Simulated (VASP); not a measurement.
# InAs in VASP: notebook

The runs below take InAs through single point, with PBE.

Everything below comes from runs of VASP 6.6.1. Logs are shortened: lines on timing, memory, paths and dates and some standing lists are left out, and cuts for length are marked.

## Step 1: The cell of the first run

The cell holds a slab with vacuum, 16 atoms: a = 8.536 Å, b = 6.036 Å, c = 19.402 Å, α = 90.00°, β = 90.00°, γ = 90.00°.

## Step 2: Single point, PBE

Input file INCAR:

```
SYSTEM = InAs
ALGO     = Normal         ! electronic algorithm
EDIFF    = 1E-6           ! SCF threshold, eV
ENCUT    = 400            ! plane-wave cutoff, eV
GGA      = PE             ! functional
GGA_COMPAT= .FALSE.      
ISIF     = 2              ! what is computed and relaxed
ISMEAR   = -1             ! smearing method
LASPH    = .TRUE.         ! aspherical terms in the spheres
LCHARG   = .FALSE.        ! write CHGCAR
LREAL    = .FALSE.        ! projectors in reciprocal space
LWAVE    = .FALSE.        ! write WAVECAR
NBANDS   = 86             ! bands
NELM     = 120            ! most SCF steps
NELMDL   = -8           
PREC     = Accurate       ! precision mode
SIGMA    = 0.05           ! smearing width, eV
```

Input file KPOINTS:

```
k-points
0
G
  2 2 1
  0 0 0
```

Input file POSCAR:

```
InAs
1.0
    8.5361930000      0.0000000000      0.0000000000
    0.0000000000      6.0360000000      0.0000000000
    0.0000000000      0.0000000000     19.4021450000
In As
8 8
Direct
    0.0000000000      0.0000000000      0.0515406931
    0.6767302473      0.7684890656      0.2017457348
    0.2827958552      0.9569582505      0.1906284073
    0.5000004100      0.0000000000      0.0515406931
    0.5817815975      0.2404075547      0.2587858198
    0.2389941277      0.2326540755      0.4659227111
    0.7450159573      0.3793571902      0.4315966096
   -0.0593824437      0.2400762094      0.2308662264
   -0.0373820039      0.5625414182      0.1209814688
    0.2499943476      0.7500000000      0.0515406931
    0.7499947576      0.7500000000      0.0515406931
    0.4593148257      0.5444168323      0.1367477668
    0.4657345493      0.0242544732      0.3874674682
    0.7335822890      0.7807322730      0.3520950905
    0.2566132232      0.8013750828      0.3357309205
   -0.0198214825      0.0328694500      0.3543680351
```

Potentials or basis: VASP PAW PBE potentials, release 64 (In_d, As).

Command:

```sh
$ cat potpaw_PBE.64/In_d/POTCAR potpaw_PBE.64/As/POTCAR > POTCAR
$ mpirun -np 1 vasp_std > vasp.out
```

OUTCAR:

```text
SYSTEM = InAs
   EDIFF = 1E-6
   ENCUT = 400
   GGA = PE
   ISIF = 2
   ISMEAR = -1
   LASPH = .TRUE.
   LREAL = .FALSE.
   NELM = 120
   NELMDL = -8
   PREC = Accurate

 ion  position               nearest neighbor table
   1  0.000  0.000  0.052-  10 2.61  11 2.61   9 2.98   3 3.63   8 3.80
   2  0.677  0.768  0.202-  12 2.62  14 2.96  11 2.98   9 3.16   5 3.16   5 3.47   3 3.56   4 3.57
                             8 3.67   8 3.95
   3  0.283  0.957  0.191-  15 2.98  10 2.99  12 3.09   4 3.28   5 3.35   8 3.47   2 3.56   1 3.63

   4  0.500  0.000  0.052-  11 2.61  10 2.61  12 3.23   3 3.28   2 3.57
   5  0.582  0.240  0.259-  13 2.99   8 3.11   2 3.16  12 3.17   3 3.35   2 3.47   7 3.73
   6  0.239  0.233  0.466-  13 2.77  16 3.32
   7  0.745  0.379  0.432-  14 2.87  16 3.26  13 3.32   5 3.73
   8  0.941  0.240  0.231-  16 2.72   9 2.89   5 3.11   3 3.47   2 3.67   1 3.80   2 3.95
   9  0.963  0.563  0.121-  11 2.53   8 2.89   1 2.98   2 3.16
  10  0.250  0.750  0.052-   1 2.61   4 2.61  12 2.73   3 2.99
  11  0.750  0.750  0.052-   9 2.53   4 2.61   1 2.61   2 2.98
  12  0.459  0.544  0.137-   2 2.62  10 2.73   3 3.09   5 3.17   4 3.23
  13  0.466  0.024  0.387-  15 2.45   6 2.77  14 2.80   5 2.99   7 3.32
  14  0.734  0.781  0.352-  16 2.60  13 2.80   7 2.87   2 2.96
  15  0.257  0.801  0.336-  13 2.45  16 2.77   3 2.98
  16  0.980  0.033  0.354-  14 2.60   8 2.72  15 2.77   7 3.26   6 3.32

  LATTYP: Found a simple orthorhombic cell.
 ALAT       =     6.0360000000
 B/A-ratio  =     1.4142135520
 C/A-ratio  =     3.2144044069

  Lattice vectors:

 A1 = (   0.0000000000,  -6.0360000000,   0.0000000000)
 A2 = (   8.5361930000,   0.0000000000,   0.0000000000)
 A3 = (   0.0000000000,   0.0000000000,  19.4021450000)

Analysis of symmetry for initial positions (statically):
=====================================================================
 Subroutine PRICEL returns:
 Original cell was already a primitive cell.

 Routine SETGRP: Setting up the symmetry group for a
 simple orthorhombic supercell.

 Subroutine GETGRP returns: Found  1 space group operations
 (whereof  1 operations were pure point group operations)
 out of a pool of  8 trial point group operations.

The static configuration has the point symmetry C_1 .

Analysis of symmetry for dynamics (positions and initial velocities):
=====================================================================
 Subroutine PRICEL returns:
 Original cell was already a primitive cell.

 Routine SETGRP: Setting up the symmetry group for a
 simple orthorhombic supercell.

 Subroutine GETGRP returns: Found  1 space group operations
 (whereof  1 operations were pure point group operations)
 out of a pool of  8 trial point group operations.

The dynamic configuration has the point symmetry C_1 .

 Subroutine INISYM returns: Found  1 space group operations
 (whereof  1 operations are pure point group operations),
 and found     1 'primitive' translations

----------------------------------------------------------------------------------------

                                     Primitive cell

  volume of cell :     999.6851

  direct lattice vectors                    reciprocal lattice vectors
     8.536193000  0.000000000  0.000000000     0.117148242  0.000000000  0.000000000
     0.000000000  6.036000000  0.000000000     0.000000000  0.165672631  0.000000000
     0.000000000  0.000000000 19.402145000     0.000000000  0.000000000  0.051540693

  length of vectors
     8.536193000  6.036000000 19.402145000     0.117148242  0.165672631  0.051540693

  position of ions in fractional coordinates (direct lattice)
     0.000000000  0.000000000  0.051540693
     0.676730247  0.768489066  0.201745735
     0.282795855  0.956958251  0.190628407
     0.500000410  0.000000000  0.051540693
     0.581781597  0.240407555  0.258785820
     0.238994128  0.232654076  0.465922711
[... 8 lines left out ...]
     0.256613223  0.801375083  0.335730920
     0.980178518  0.032869450  0.354368035

  ion indices of the primitive-cell ions
   primitive index   ion index
                 1           1
                 2           2
                 3           3
                 4           4
                 5           5
                 6           6
[... 8 lines left out ...]
                15          15
                16          16

----------------------------------------------------------------------------------------

 KPOINTS: k-points

Automatic generation of k-mesh.
 Grid dimensions read from file:
 generate k-points for:    2    2    1

 Generating k-lattice:

  Cartesian coordinates                     Fractional coordinates (reciprocal lattice)
     0.058574121  0.000000000  0.000000000     0.500000000  0.000000000  0.000000000
     0.000000000  0.082836315  0.000000000     0.000000000  0.500000000  0.000000000
     0.000000000  0.000000000  0.051540693     0.000000000  0.000000000  1.000000000

  Length of vectors
[... 44 lines left out ...]
   PSTRESS=    0.0 pullay stress
   NELECT =     144.0000    total number of electrons
   NUPDOWN=      -1.0000    fix difference up-down
   EMIN   =  10.00;   EMAX   =-10.00  energy-range for DOS
   EFERMI =   0.00;   METHOD = LEGACY
   ISMEAR =    -1;   SIGMA  =   0.05  broadening in eV -4-tet -1-fermi 0-gaus
   EFERMI_NEDOS =   21; number of points for ismear=-14 and -15
   IALGO  =     38    algorithm
   IMIX   =      4    mixing-type and parameters
     AMIX     =   0.40;   BMIX     =  1.00
     AMIX_MAG =   1.60;   BMIX_MAG =  1.00
  volume/ion in A,a.u.               =      62.48       421.64
  Fermi-wavevector in a.u.,A,eV,Ry     =   0.858173  1.621711 10.020147  0.736460
  Thomas-Fermi vector in A             =   1.975337
   LORBIT       =      0    0 simple, 1 ext, 2 COOP (PROOUT), +10 PAW based schemes
   GGA     = PE    functional components
   LHFCALC =     F    Hartree Fock is set to
   AEXX    =    0.0000 exact exchange contribution
   IVDW    =     0    specifies the selected vdW correction
   LEPSILON=     F    determine dielectric tensor
   LRPA    =     F    only Hartree local field effects (RPA)
 non-spin polarized calculation
  energy-cutoff  :      400.00
  volume of cell :      999.69
 maximum number of plane-waves:     18204
 NGX is ok and might be reduce to    56
   NGX = 27   NGY = 19   NGZ = 63

 number of electron     144.0000011 magnetization

 Free energy of the ion-electron system (eV)
  ---------------------------------------------------
  ext. energy  EPLUGINS =         0.00000000
  ---------------------------------------------------
  free energy    TOTEN  =       -52.15845778 eV

  energy without entropy =      -52.07365385  energy(sigma->0) =      -52.11605582

 E-fermi :   0.1087     XC(G=0):  -5.0530

 val. band max:        0.0144228348   @ k =   0.5000   0.0000   0.0000
 cond. band min:       0.1269742881   @ k =   0.0000   0.5000   0.0000
 fundamental gap:      0.1125514533
 Fermi energy:         0.1087064233

 k-point     1 :       0.0000    0.0000    0.0000
  band No.  band energies     occupation
      1     -14.8538      2.00000
      2     -14.8380      2.00000
      3     -14.8109      2.00000
      4     -14.7909      2.00000
      5     -14.7574      2.00000
      6     -14.7456      2.00000
[... 76 lines left out ...]
     83       2.1267      0.00000
     84       2.2995      0.00000

 k-point     2 :       0.5000    0.0000    0.0000
  band No.  band energies     occupation
      1     -14.8537      2.00000
      2     -14.8381      2.00000
      3     -14.8108      2.00000
      4     -14.7909      2.00000
      5     -14.7570      2.00000
      6     -14.7324      2.00000
[... 76 lines left out ...]
     83       2.0105      0.00000
     84       2.2316      0.00000

 k-point     3 :       0.0000    0.5000    0.0000
  band No.  band energies     occupation
      1     -14.8547      2.00000
      2     -14.8380      2.00000
      3     -14.8110      2.00000
      4     -14.7907      2.00000
      5     -14.7574      2.00000
      6     -14.7488      2.00000
[... 76 lines left out ...]
     83       1.9862      0.00000
     84       2.0443      0.00000

 k-point     4 :       0.5000    0.5000    0.0000
  band No.  band energies     occupation
      1     -14.8545      2.00000
      2     -14.8381      2.00000
      3     -14.8110      2.00000
      4     -14.7907      2.00000
      5     -14.7570      2.00000
      6     -14.7346      2.00000
[... 76 lines left out ...]
     83       2.1671      0.00000
     84       2.1884      0.00000
 [bands above 84 left out]

------------------------ aborting loop because EDIFF is reached ----------------------------------------

  FORCE on cell =-STRESS in cart. coord.  units (eV):
  Direction    XX          YY          ZZ          XY          YZ          ZX
  --------------------------------------------------------------------------------------
  -------------------------------------------------------------------------------------
  Total       -1.1543204     -3.8169925     -3.0437278      0.7374820     -1.6119499     -0.9446561
  in kB       -1.8500087     -6.1174255     -4.8781279      1.1819493     -2.5834432     -1.5139833
  external PRESSURE =      -4.2818540 kB  Pullay stress =       0.0000000 kB

 VOLUME and BASIS-vectors are now :
 -----------------------------------------------------------------------------
  energy-cutoff  :      400.00
  volume of cell :      999.69
      direct lattice vectors                 reciprocal lattice vectors
     8.536193000  0.000000000  0.000000000     0.117148242  0.000000000  0.000000000
     0.000000000  6.036000000  0.000000000     0.000000000  0.165672631  0.000000000
     0.000000000  0.000000000 19.402145000     0.000000000  0.000000000  0.051540693

 POSITION                                       TOTAL-FORCE (eV/Angst)
 -----------------------------------------------------------------------------------
      0.00000      0.00000      1.00000         0.045486      1.409805      0.069558
      5.77670      4.63860      3.91430         0.505316      0.342347      0.618167
      2.41400      5.77620      3.69860        -0.376715      0.127432      0.489934
      4.26810      0.00000      1.00000         0.191878      1.167284     -0.092349
      4.96620      1.45110      5.02100        -0.194423      0.006615     -0.140873
      2.04010      1.40430      9.03990        -0.457814      0.111953     -0.061726
[... 8 lines left out ...]
      2.19050      4.83710      6.51390        -0.434539      0.328642      0.185887
      8.36699      0.19840      6.87550         0.055988     -0.538067      0.328285
 -----------------------------------------------------------------------------------
    total drift:                               -0.000284     -0.002743     -0.003845

  FREE ENERGIE OF THE ION-ELECTRON SYSTEM (eV)
  ---------------------------------------------------
  free  energy   TOTEN  =       -52.1584577841 eV

  energy  without entropy=      -52.0736538478  energy(sigma->0) =      -52.11605582
```

It took 17 min on 1 thread of Oxide Virtual Turin-like, shared host; peak memory 0.63 GiB.

What came out:

```yaml
Free_energy: -52.1585 eV
Largest_force: 1.412 eV/Å
Band_gap_on_the_k_mesh: zero (bands 72 and 73 overlap by 0.18 eV)
```

Forces in eV/Å, atoms in the order of the input:
```
In   0.045  1.410  0.070
In   0.505  0.342  0.618
In  -0.377  0.127  0.490
In   0.192  1.167 -0.092
In  -0.194  0.007 -0.141
In  -0.458  0.112 -0.062
In   0.190 -0.343  0.047
In   0.010 -0.192 -0.393
As   0.170 -0.264  0.204
As   0.066 -0.853  0.313
As   0.096 -1.184 -0.141
As  -0.576 -0.484 -0.399
As   0.414 -0.431 -0.712
As   0.295  0.794 -0.316
As  -0.435  0.329  0.186
As   0.056 -0.538  0.328
```

Caveat: the k points lie up to 0.52 Å⁻¹ apart; the atoms stand as in a frame of molecular dynamics; there is no dipole correction, which matters where the two faces differ; spin-orbit coupling is left out, which moves the levels of the heavy elements.

## Step 3: Single point, PBE

Input file INCAR:

```
  PREC = Accurate
  ENCUT = 400
  EDIFF = 1E-6
  ISMEAR = -1
  SIGMA = 0.05
  LREAL = False
  LASPH = True
  NELM = 120
  ALGO = Normal
  ISIF = 2
  LWAVE = False
  LCHARG = True
  GGA = PE
  LELF = True
  LVHAR = True
  NBANDS = 86
  GGA_COMPAT = False
  NELMDL = -8
```

Input file KPOINTS:

```
Automatic mesh
0
Gamma
  2 2 1
```

Input file POSCAR:

```
InAs
1.0
    8.5361930000      0.0000000000      0.0000000000
    0.0000000000      6.0360000000      0.0000000000
    0.0000000000      0.0000000000     19.4021450000
In As
8 8
Direct
    0.0000000000      0.0000000000      0.0515406931
    0.5258550269      0.7589794566      0.1930250495
    0.2466087634      1.0437707091      0.2272068372
    0.5000004100      0.0000000000      0.0515406931
    0.5436849893      0.2963552021      0.2572911397
    0.1993863072      0.2294897283      0.4723756059
    0.7917346761      0.3541086812      0.4412707976
   -0.0882829149      0.3727302850      0.2462459692
    0.0330826634      0.3881047051      0.0773007314
    0.2499943476      0.7500000000      0.0515406931
    0.7499947576      0.7500000000      0.0515406931
    0.3308500640      0.3389993373      0.1003188050
    0.4634501586      0.0541915176      0.3921319009
    0.7159749083      0.8202948973      0.3441990563
    0.2217499065      0.7872266402      0.3630887203
   -0.0410018846      0.0270543406      0.3571409244
```

Potentials or basis: VASP PAW PBE potentials, release 64 (In_d, As).

Command:

```sh
$ cat potpaw_PBE.64/In_d/POTCAR potpaw_PBE.64/As/POTCAR > POTCAR
$ mpirun -np 1 vasp_std > vasp.out
```

Wall time 17 min (1 thread of Oxide Virtual Turin-like, shared host); peak memory 0.66 GiB.

Results (log left out):

```yaml
Free_energy: -52.1078 eV
Largest_force: 2.148 eV/Å
Band_gap_on_the_k_mesh: zero (bands 72 and 73 overlap by 0.04 eV)
```

Forces in eV/Å, atoms in the order of the input:
```
In  -0.818 -1.779 -0.120
In   0.584 -0.258  0.001
In  -0.761 -0.135  0.067
In   0.497  0.179 -0.574
In   0.158 -0.171  0.256
In  -0.150 -0.071 -0.354
In  -0.108  0.082 -0.049
In   0.209 -0.112 -0.276
As   1.078  1.677  0.802
As   0.253 -0.711  0.471
As  -0.359 -0.127  0.337
As  -0.775  1.208  0.103
As  -0.273 -0.485 -0.704
As  -0.312 -0.001  0.054
As   0.107  0.898  0.175
As   0.670 -0.194 -0.189
```

Levels at points of the mesh, in eV from the Fermi level:
```tsv
k point	band 69	band 70	band 71	band 72	band 73	band 74	band 75	band 76
(0.00, 0.00, 0.00)	-0.76	-0.67	-0.50	-0.18	0.06	0.24	0.73	0.99
(0.50, 0.00, 0.00)	-0.74	-0.64	-0.50	-0.04	0.04	0.50	0.70	0.86
(0.00, 0.50, 0.00)	-0.80	-0.65	-0.27	-0.20	-0.01	0.48	0.67	1.06
(0.50, 0.50, 0.00)	-0.54	-0.35	-0.08	0.02	0.21	0.64	1.01	1.20
```

Caveat: the k points lie up to 0.52 Å⁻¹ apart; the atoms stand as in a frame of molecular dynamics; there is no dipole correction, which matters where the two faces differ; spin-orbit coupling is left out, which moves the levels of the heavy elements.

## Step 4: Single point, PBE

Input file INCAR:

```
SYSTEM = InAs
PREC = Accurate ; ENCUT = 400
EDIFF = 1E-6 ; ISMEAR = -1
SIGMA = 0.05 ; LREAL = .False.
LASPH = .True. ; NELM = 120
ALGO = Normal ; ISIF = 2
LWAVE = .False. ; LCHARG = .True.
GGA = PE ; LELF = .True.
LVHAR = .True. ; NBANDS = 86
GGA_COMPAT = .False. ; NELMDL = -8
```

Input file KPOINTS:

```
Automatic mesh
0
Gamma
  2 2 1
  0 0 0
```

Input file POSCAR:

```
InAs
1.0
    8.5361930000      0.0000000000      0.0000000000
    0.0000000000      6.0360000000      0.0000000000
    0.0000000000      0.0000000000     19.4021450000
In As
8 8
Direct
    0.0000000000      0.0000000000      0.0515406931
    0.6350371881      0.7651424785      0.1744188594
    0.1579509742      0.8520543406      0.1953598429
    0.5000004100      0.0000000000      0.0515406931
    0.5557981175      0.1774353877      0.2302374299
    0.1237319728      0.3097912525      0.4154540645
    0.7470191923      0.3799867462      0.4050222282
   -0.1366182794      0.4585818423      0.2473953267
    0.1033481787      0.2934559311      0.1284136367
    0.2499943476      0.7500000000      0.0515406931
    0.7499947576      0.7500000000      0.0515406931
    0.4047940341      0.3805831677      0.1097559059
    0.4864229288      0.0963552021      0.3624238454
    0.7009565037      0.8044068920      0.3404159695
    0.1611256915      0.8660371107      0.3473224223
   -0.0810548684      0.0568257124      0.3184854046
```

Command:

```sh
$ cat potpaw_PBE.64/In_d/POTCAR potpaw_PBE.64/As/POTCAR > POTCAR
$ mpirun -np 1 vasp_std > vasp.out
```

Wall time 16 min (1 thread of Oxide Virtual Turin-like, shared host); peak memory 0.66 GiB.

The run converged. Its results:

```yaml
Free_energy: -53.3301 eV
Largest_force: 2.051 eV/Å
Band_gap_on_the_k_mesh: zero (bands 72 and 73 overlap by 0.22 eV)
```

Forces in eV/Å, atoms in the order of the input:
```
In  -0.821 -0.517 -0.829
In  -0.227 -0.892  1.005
In   0.390  0.183  0.085
In  -0.369  0.565 -0.450
In  -0.263  0.868 -0.266
In   0.205  0.297  0.094
In  -0.281 -0.090  0.534
In   0.561  0.030 -0.685
As   0.814  1.255  1.404
As   0.573 -0.961  0.099
As   0.382 -0.364 -0.889
As  -0.833  0.143  0.295
As   0.130 -0.098  0.278
As  -0.512  0.290  0.088
As   0.440 -0.249 -0.627
As  -0.189 -0.461 -0.135
```

Levels at points of the mesh, in eV from the Fermi level:
```tsv
k point	band 68	band 69	band 70	band 71	band 72	band 73	band 74	band 75	band 76	band 77
(0.00, 0.00, 0.00)	-1.25	-1.03	-0.96	-0.51	-0.25	-0.21	0.33	0.75	0.92	1.13
(0.50, 0.00, 0.00)	-1.21	-0.95	-0.81	-0.38	0.01	0.12	0.31	0.35	0.80	0.94
(0.00, 0.50, 0.00)	-1.06	-0.93	-0.76	-0.46	-0.18	0.44	0.54	0.67	0.96	1.29
(0.50, 0.50, 0.00)	-0.91	-0.84	-0.62	-0.31	0.00	0.35	0.52	0.90	1.14	1.31
```

Caveat: the k points lie up to 0.52 Å⁻¹ apart; the atoms stand as in a frame of molecular dynamics; there is no dipole correction, which matters where the two faces differ; spin-orbit coupling is left out, which moves the levels of the heavy elements.

## Step 5: Overview

```csv
cell,gap on the mesh (eV),largest force (eV/Å)
"as given, atomic positions A",none,1.41
"as given, atomic positions B",none,2.15
"as given, atomic positions C",none,2.05
```

Alike in all rows: task single point; level PBE; potentials or basis VASP PAW PBE potentials, release 64 (In_d, As); no spin polarisation; k mesh 2 × 2 × 1; cutoff (eV) 400; smearing fermi-dirac 0.05 eV.

Caveats: all runs use coarse meshes; the atoms stand as in a frame of molecular dynamics; there is no dipole correction, which matters where the two faces differ; spin-orbit coupling is left out, which moves the levels of the heavy elements.

Absolute energies hang on the potentials; compare differences alone.

The gap in the log of VASP goes by the Fermi energy; the results here count the filled bands.